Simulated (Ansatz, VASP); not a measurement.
## La2LuAs3: VASP beside Ansatz

File INCAR:

```
SYSTEM = La2LuAs3
  PREC = Accurate
  ENCUT = 520
  EDIFF = 1E-6
  ISMEAR = -1
  SIGMA = 0.02
  LREAL = .False.
  LASPH = .True.
  NELM = 60
  ALGO = Normal
  ISIF = 2
  LWAVE = .False.
  LCHARG = .False.
  GGA = PE
  NBANDS = 40
```

KPOINTS

```
Automatic mesh
0
Gamma
  8 8 8
  0 0 0
```

File POSCAR:

```
La2LuAs3
1.0
   -2.1436272264      2.1436272264      9.0351355176
    2.1436272264     -2.1436272264      9.0351355176
    2.1436272264      2.1436272264     -9.0351355176
La As Lu
2 3 1
Direct
    0.8350356149      0.8350356149      0.0000000000
    0.1649643851      0.1649643851      0.0000000000
    0.6610971092      0.6610971092      0.0000000000
    0.0000000000      0.0000000000      0.0000000000
    0.3389028908      0.3389028908      0.0000000000
    0.5000000000      0.5000000000      0.0000000000
```

Input for Ansatz:

```yaml
crystal:
  lattice:
    - [-2.1436272264, 2.1436272264, 9.0351355176]
    - [2.1436272264, -2.1436272264, 9.0351355176]
    - [2.1436272264, 2.1436272264, -9.0351355176]
  atoms:
    - { symbol: La, position: [0.8350356149, 0.8350356149, 0.0] }
    - { symbol: As, position: [0.6610971092, 0.6610971092, 0.0] }
    - { symbol: La, position: [0.1649643851, 0.1649643851, 0.0] }
    - { symbol: As, position: [0.0, 0.0, 0.0] }
    - { symbol: Lu, position: [0.5, 0.5, 0.0] }
    - { symbol: As, position: [0.3389028908, 0.3389028908, 0.0] }
kpoints:
  mp_grid: { grid: [8, 8, 8] }
hamiltonian:
  xc: pbe
scf:
  occupations: { method: fermi_dirac, width: 0.02 }
  n_extra_bands: 5
output:
  forces: true
  stress: true
  eigenvalues: true
```

Alike in both runs: task single point; functional PBE; k mesh 8 × 8 × 8; occupations fermi-dirac, width 0.02 eV; no spin polarisation.

|  | VASP | Ansatz |
| --- | --- | --- |
| version | VASP 6.6.1 | Ansatz 0.2.0 |
| potentials or method | VASP PAW PBE potentials, release 64 (La, As, Lu) | plane waves, PAW |
| plane-wave cutoff (eV) | 520 | 420 |
| valence electrons in the cell | 62 | 92 |

```tsv
	VASP	Ansatz	Ansatz less VASP
pressure (GPa)	0.0	0.0	-0.05
rms of the force components (eV/Å)	0.005	0.000	-0.0047
```

With one functional, cell and mesh, what is left measures potentials, basis and numerics. VASP's potentials hold 62 valence electrons a cell and Ansatz's 92, so a difference there can come from the potentials and not from the codes.

Neither program's run includes spin-orbit coupling.
